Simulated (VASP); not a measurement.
# TiGeSe4 (P-3m1) in VASP: notebook

TiGeSe4 is run at these levels: PBE; tasks: single point.

Program: VASP 6.6.1. These are calculated values, not measurements. Logs are shortened: lines on timing, memory, paths and dates and some standing lists are left out, and cuts for length are marked.

## (1) The cell of the first run

The structure is trigonal, space group P-3m1 (No. 164). Conventional cell: a = 3.561 Å, b = 3.561 Å, c = 13.470 Å, α = 90.00°, β = 90.00°, γ = 120.00°. Ti (site symmetry -3m) has 6 Se at 2.68 Å within 3.5 Å. Ge (site symmetry -3m) has 6 Se at 2.64 Å within 3.5 Å. Within 3.5 Å of Se (site symmetry 3m) lie 3 Ti at 2.68 Å. Se (site symmetry 3m) has 3 Ge at 2.64 Å within 3.5 Å.

## (2) Single point, PBE, collinear spin, ferromagnetic start

File INCAR:

```
SYSTEM = TiGeSe4
PREC = Accurate
ENCUT = 520
EDIFF = 1E-6
ISMEAR = 0
SIGMA = 0.1
LREAL = .FALSE.
LASPH = .TRUE.
NELM = 150
ALGO = Normal
ISIF = 2
LWAVE = .FALSE.
LCHARG = .FALSE.
ISPIN = 2
MAGMOM = 1 0 0 0 0 0
LORBIT = 11
LMAXMIX = 4
GGA = PE
NBANDS = 38
```

File KPOINTS:

```
Automatic mesh
0
G
  6 6 2
  0 0 0
```

File POSCAR:

```
TiGeSe4
1.0
    3.5610909300      0.0000000000      0.0000000000
   -1.7805454700      3.0839952100      0.0000000000
    0.0000000000      0.0000000000     13.4700169900
Ti Ge Se
1 1 4
Direct
    0.0000000000      0.0000000000      0.0000000000
    0.0000000000      0.0000000000      0.5000000000
    0.6666666700      0.3333333300      0.8719140300
    0.6666666700      0.3333333300      0.3771010000
    0.3333333300      0.6666666700      0.6228990000
    0.3333333300      0.6666666700      0.1280859700
```

Potentials or basis: VASP PAW PBE potentials, release 64 (Ti_sv, Ge_d, Se).

Run with:

```console
cat potpaw_PBE.64/Ti_sv/POTCAR potpaw_PBE.64/Ge_d/POTCAR potpaw_PBE.64/Se/POTCAR > POTCAR
mpirun -np 1 vasp_std > vasp.out
```

OUTCAR:

```text
SYSTEM = TiGeSe4
   PREC = Accurate
   ENCUT = 520
   EDIFF = 1E-6
   ISMEAR = 0
   LREAL = .FALSE.
   LASPH = .TRUE.
   NELM = 150
   ISIF = 2
   ISPIN = 2
   LORBIT = 11
   GGA = PE

 ion  position               nearest neighbor table
   1  0.000  0.000  0.000-   3 2.68   6 2.68   3 2.68   6 2.68   3 2.68   6 2.68
   2  0.000  0.000  0.500-   4 2.64   5 2.64   4 2.64   5 2.64   4 2.64   5 2.64
   3  0.667  0.333  0.872-   1 2.68   1 2.68   1 2.68
   4  0.667  0.333  0.377-   2 2.64   2 2.64   2 2.64
   5  0.333  0.667  0.623-   2 2.64   2 2.64   2 2.64
   6  0.333  0.667  0.128-   1 2.68   1 2.68   1 2.68

  LATTYP: Found a hexagonal cell.
 ALAT       =     3.5610909300
 C/A-ratio  =     3.7825535081

  Lattice vectors:

 A1 = (   3.5610909300,   0.0000000000,   0.0000000000)
 A2 = (  -1.7805454700,   3.0839952100,   0.0000000000)
 A3 = (   0.0000000000,   0.0000000000,  13.4700169900)

Analysis of symmetry for initial positions (statically):
=====================================================================
 Subroutine PRICEL returns:
 Original cell was already a primitive cell.

 Routine SETGRP: Setting up the symmetry group for a
 hexagonal supercell.

 Subroutine GETGRP returns: Found 12 space group operations
 (whereof 12 operations were pure point group operations)
 out of a pool of 24 trial point group operations.

The static configuration has the point symmetry D_3d.

Analysis of symmetry for dynamics (positions and initial velocities):
=====================================================================
 Subroutine PRICEL returns:
 Original cell was already a primitive cell.

 Routine SETGRP: Setting up the symmetry group for a
 hexagonal supercell.

 Subroutine GETGRP returns: Found 12 space group operations
 (whereof 12 operations were pure point group operations)
 out of a pool of 24 trial point group operations.

The dynamic configuration has the point symmetry D_3d.

Analysis of structural, dynamic, and magnetic symmetry:
=====================================================================
 Subroutine PRICEL returns:
 Original cell was already a primitive cell.

 Routine SETGRP: Setting up the symmetry group for a
 hexagonal supercell.

 Subroutine GETGRP returns: Found 12 space group operations
 (whereof 12 operations were pure point group operations)
 out of a pool of 24 trial point group operations.

The overall configuration has the point symmetry D_3d.

 Subroutine INISYM returns: Found 12 space group operations
 (whereof 12 operations are pure point group operations),
 and found     1 'primitive' translations

----------------------------------------------------------------------------------------

                                     Primitive cell

  volume of cell :     147.9329

  direct lattice vectors                    reciprocal lattice vectors
     3.561090930  0.000000000  0.000000000     0.280812824  0.162127360  0.000000000
    -1.780545470  3.083995210  0.000000000     0.000000000  0.324254719  0.000000000
     0.000000000  0.000000000 13.470016990     0.000000000  0.000000000  0.074238956

  length of vectors
     3.561090930  3.561090932 13.470016990     0.324254719  0.324254719  0.074238956

  position of ions in fractional coordinates (direct lattice)
     0.000000000  0.000000000  0.000000000
     0.000000000  0.000000000  0.500000000
     0.666666670  0.333333330  0.871914030
     0.666666670  0.333333330  0.377101000
     0.333333330  0.666666670  0.622899000
     0.333333330  0.666666670  0.128085970

  ion indices of the primitive-cell ions
   primitive index   ion index
                 1           1
                 2           2
                 3           3
                 4           4
                 5           5
                 6           6

[... 33 lines left out ...]
  0.333333  0.166667  0.000000     12.000000
  0.333333  0.333333  0.000000      2.000000
  0.000000  0.000000  0.500000      1.000000
  0.166667  0.000000  0.500000      6.000000
  0.333333  0.000000  0.500000      6.000000
  0.500000  0.000000  0.500000      3.000000
  0.166667  0.166667  0.500000      6.000000
  0.333333  0.166667  0.500000     12.000000
  0.333333  0.333333  0.500000      2.000000
   k-points           NKPTS =     14   k-points in BZ     NKDIM =     14   number of bands    NBANDS=     38
   number of dos      NEDOS =    301   number of ions     NIONS =      6
   total plane-waves  NPLWV =  78400
   dimension x,y,z NGX =    28 NGY =   28 NGZ =  100
   dimension x,y,z NGXF=    56 NGYF=   56 NGZF=  200
   ions per type =               1   1   4
   NGX,Y,Z   is equivalent  to a cutoff of  13.07, 13.07, 12.34 a.u.
   NGXF,Y,Z  is equivalent  to a cutoff of  26.14, 26.14, 24.68 a.u.
 SYSTEM =  TiGeSe4
   PREC   = accura    normal or accurate (medium, high low for compatibility)
   ISTART =      0    job   : 0-new  1-cont  2-samecut
   ICHARG =      2    charge: 1-file 2-atom 10-const
   ISPIN  =      2    spin polarized calculation?
   LNONCOLLINEAR =      F non collinear calculations
   LSORBIT =      F    spin-orbit coupling
   LASPH  =      T    aspherical Exc in radial PAW
   ENCUT  =  520.0 eV  38.22 Ry    6.18 a.u.   6.62  6.62 25.05*2*pi/ulx,y,z
   NELM   =    150;   NELMIN=  2; NELMDL= -5     # of ELM steps
   EDIFF  = 0.1E-05   stopping-criterion for ELM
   LREAL  =      F    real-space projection
   EDIFFG = 0.1E-04   stopping-criterion for IOM
   NSW    =      0    number of steps for IOM
   IBRION =     -1    ionic relax: 0-MD 1-quasi-New 2-CG
   NFREE  =      0    steps in history (QN), initial steepest desc. (CG)
   ISIF   =      2    stress and relaxation
   ISYM   =      2    0-nonsym 1-usesym 2-fastsym
   POTIM  = 0.5000    time-step for ionic-motion
   TEBEG  =    0.0;   TEEND  =   0.0 temperature during run
   PSTRESS=    0.0 pullay stress
   NELECT =      50.0000    total number of electrons
   NUPDOWN=      -1.0000    fix difference up-down
   EMIN   =  10.00;   EMAX   =-10.00  energy-range for DOS
   EFERMI =   0.00;   METHOD = LEGACY
   ISMEAR =     0;   SIGMA  =   0.10  broadening in eV -4-tet -1-fermi 0-gaus
   EFERMI_NEDOS =   21; number of points for ismear=-14 and -15
   IALGO  =     38    algorithm
   IMIX   =      4    mixing-type and parameters
     AMIX     =   0.40;   BMIX     =  1.00
     AMIX_MAG =   1.60;   BMIX_MAG =  1.00
  volume/ion in A,a.u.               =      24.66       166.38
  Fermi-wavevector in a.u.,A,eV,Ry     =   1.140363  2.154974 17.693401  1.300428
  Thomas-Fermi vector in A             =   2.277065
   LORBIT       =     11    0 simple, 1 ext, 2 COOP (PROOUT), +10 PAW based schemes
   GGA     = PE    functional components
   LHFCALC =     F    Hartree Fock is set to
   AEXX    =    0.0000 exact exchange contribution
   IVDW    =     0    specifies the selected vdW correction
   LEPSILON=     F    determine dielectric tensor
   LRPA    =     F    only Hartree local field effects (RPA)
 spin polarized calculation
 Gauss-broadening in eV      SIGMA  =   0.10
  energy-cutoff  :      520.00
  volume of cell :      147.93
 maximum number of plane-waves:      4023
 NGX is ok and might be reduce to    28
   NGX = 13   NGY = 13   NGZ = 51

 number of electron      49.9999995 magnetization       0.0034994

 Free energy of the ion-electron system (eV)
  ---------------------------------------------------
  ext. energy  EPLUGINS =         0.00000000
  ---------------------------------------------------
  free energy    TOTEN  =       -29.62121229 eV

  energy without entropy =      -29.59891619  energy(sigma->0) =      -29.61006424

 E-fermi :   3.4312     XC(G=0):  -9.3992

 val. band max:        3.4246709757   @ k =   0.1667   0.0000   0.0000
 cond. band min:       3.4406269638   @ k =   0.0000   0.0000   0.5000
 fundamental gap:      0.0159559881
 Fermi energy:         3.4311649471

 spin component 1

 k-point     1 :       0.0000    0.0000    0.0000
  band No.  band energies     occupation
      1     -54.2635      1.00000
      2     -30.4547      1.00000
      3     -30.4547      1.00000
      4     -30.4398      1.00000
      5     -21.4788      1.00000
      6     -21.4788      1.00000
[... 549 lines left out ...]
     36      10.3871      0.00000
     37      10.3871      0.00000
 Fermi energy:         3.4311649471

 spin component 2

 k-point     1 :       0.0000    0.0000    0.0000
  band No.  band energies     occupation
      1     -54.2633      1.00000
      2     -30.4545      1.00000
      3     -30.4545      1.00000
      4     -30.4395      1.00000
      5     -21.4787      1.00000
      6     -21.4787      1.00000
[... 549 lines left out ...]
     36      10.3876      0.00000
     37      10.3876      0.00000
 [bands above 37 left out]

------------------------ aborting loop because EDIFF is reached ----------------------------------------

  FORCE on cell =-STRESS in cart. coord.  units (eV):
  Direction    XX          YY          ZZ          XY          YZ          ZX
  --------------------------------------------------------------------------------------
  -------------------------------------------------------------------------------------
  Total       -1.7783536     -1.7783536     -8.7608310      0.0000000      0.0000000     -0.0000000
  in kB      -19.2603337    -19.2603337    -94.8835627      0.0000000      0.0000000     -0.0000000
  external PRESSURE =     -44.4680767 kB  Pullay stress =       0.0000000 kB

 VOLUME and BASIS-vectors are now :
 -----------------------------------------------------------------------------
  energy-cutoff  :      520.00
  volume of cell :      147.93
      direct lattice vectors                 reciprocal lattice vectors
     3.561090930  0.000000000  0.000000000     0.280812824  0.162127360  0.000000000
    -1.780545470  3.083995210  0.000000000     0.000000000  0.324254719  0.000000000
     0.000000000  0.000000000 13.470016990     0.000000000  0.000000000  0.074238956

 POSITION                                       TOTAL-FORCE (eV/Angst)
 -----------------------------------------------------------------------------------
      0.00000      0.00000      0.00000         0.000000      0.000000      0.000000
      0.00000      0.00000      6.73501         0.000000      0.000000      0.000000
      1.78055      1.02800     11.74470        -0.000000      0.000000      1.646558
      1.78055      1.02800      5.07956        -0.000000      0.000000      1.038566
     -0.00000      2.05600      8.39046         0.000000     -0.000000     -1.038566
     -0.00000      2.05600      1.72532        -0.000000      0.000000     -1.646558
 -----------------------------------------------------------------------------------
    total drift:                               -0.000000     -0.000000      0.000000

  FREE ENERGIE OF THE ION-ELECTRON SYSTEM (eV)
  ---------------------------------------------------
  free  energy   TOTEN  =       -29.6212122912 eV

  energy  without entropy=      -29.5989161906  energy(sigma->0) =      -29.61006424

 total charge

# of ion       s       p       d       tot
------------------------------------------
    1        2.159   6.116   1.741  10.016
    2        1.120   0.940  10.083  12.143
    3        1.477   2.284   0.026   3.787
    4        1.495   2.229   0.031   3.755
    5        1.495   2.229   0.031   3.755
    6        1.477   2.284   0.026   3.787
--------------------------------------------------
tot          9.224  16.081  11.938  37.243

 magnetization (x)

# of ion       s       p       d       tot
------------------------------------------
    1        0.000   0.000   0.000   0.000
    2        0.000  -0.000   0.000  -0.000
    3       -0.000  -0.000   0.000  -0.000
    4        0.000   0.000   0.000   0.000
    5        0.000   0.000   0.000   0.000
    6       -0.000  -0.000   0.000  -0.000
--------------------------------------------------
tot          0.000   0.001   0.000   0.001
```

Wall time 5.3 min (1 thread of Intel Xeon 6975P-C, shared host); peak memory 0.39 GiB.

Results:

| Property | Result |
| --- | --- |
| Free energy | -29.6212 eV |
| Pressure | -4.4 GPa |
| Largest force | 1.647 eV/Å |
| Band gap on the k mesh | zero (filled and empty bands overlap) |
| Net moment | 0.00 μB per cell |
| Valence electrons inside the program's atomic spheres | Ti 10.02; Ge 12.14; Se 3.79, 3.75 |

Forces in eV/Å, atoms in the order of the input:
```
Ti   0.000  0.000  0.000
Ge   0.000  0.000  0.000
Se   0.000  0.000  1.647
Se   0.000  0.000  1.039
Se   0.000  0.000 -1.039
Se   0.000  0.000 -1.647
```

Levels at points of the mesh, in eV from the Fermi level:
Spin up:
| k point | band 22 | band 23 | band 24 | band 25 | band 26 | band 27 | band 28 | band 29 |
| --- | --- | --- | --- | --- | --- | --- | --- | --- |
| (0.00, 0.00, 0.00) | 0.01 | 0.01 | 0.43 | 0.64 | 0.64 | 0.68 | 0.68 | 1.34 |
| (0.50, 0.00, 0.00) | -1.76 | -1.76 | -0.65 | -0.65 | -0.44 | 0.05 | 1.43 | 1.77 |
| (0.00, 0.00, 0.50) | 0.01 | 0.01 | 0.64 | 0.64 | 0.68 | 0.68 | 0.68 | 1.39 |
| (0.50, 0.00, 0.50) | -1.75 | -1.75 | -0.76 | -0.55 | -0.24 | -0.05 | 1.43 | 1.75 |
Spin down:
```
           k point  band 23  band 24  band 25  band 26  band 27  band 28
(0.00, 0.00, 0.00)     0.01     0.43     0.64     0.64     0.68     0.68
(0.50, 0.00, 0.00)    -1.76    -0.65    -0.65    -0.44     0.05     1.43
(0.00, 0.00, 0.50)     0.01     0.64     0.64     0.68     0.68     0.68
(0.50, 0.00, 0.50)    -1.75    -0.76    -0.55    -0.24    -0.05     1.43
```

Caveat: this functional lacks dispersion, which binds the layers, so the pressure and a relaxed spacing across them are unreliable; forces of over 1 eV/Å act on the atoms, so gaps and moduli don't describe the material at rest.

[end of part 1 of 2]
